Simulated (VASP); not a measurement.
Runs of VASP 6.6.1 on SiC4. The structure is that of space group P6_3/mmc (No. 194), or close to it. The cells are those of the table. 

```csv
task,cell,k mesh,cutoff (eV),gap on the mesh (eV),pressure (GPa),relaxed volume (Å³/atom),largest force (eV/Å)
relaxation of cell and atoms,"relaxed from a = 2.689, b = 2.689, c = 21.220 Å, angles 90.0, 90.0, 120.0°, 10 atoms",6 × 6 × 1,600,-,-0.1,13.84,0.02
relaxation of cell and atoms,"relaxed from a = 2.471, b = 2.471, c = 23.928 Å, angles 90.0, 90.0, 120.0°, 10 atoms",18 × 18 × 2,600,none,0.0,13.94,0.01
single point,"a = 2.471, b = 2.471, c = 23.928 Å, angles 90.0, 90.0, 120.0°, 10 atoms",6 × 6 × 1,520,none,0.4,-,-
single point,"a = 2.689, b = 2.689, c = 21.220 Å, angles 90.0, 90.0, 120.0°, 10 atoms",6 × 6 × 1,520,none,(b),-,(a)
single point,"a = 2.470, b = 2.470, c = 26.716 Å, angles 90.0, 90.0, 120.0°, 10 atoms",18 × 18 × 2,520,none,0.2,-,-
```

Alike in all rows: level PBE; potentials or basis VASP PAW PBE potentials, release 64 (Si, C); no spin polarisation; smearing gaussian 0.1 eV.

Estimate the missing entries.

(a) 0.06; (b) -24.6.

Caveats: some runs use coarse meshes; this functional lacks dispersion, which binds the layers, so the pressure and a relaxed spacing across them are unreliable (some runs).

A gap of «none» marks levels without a gap at the run's occupations.
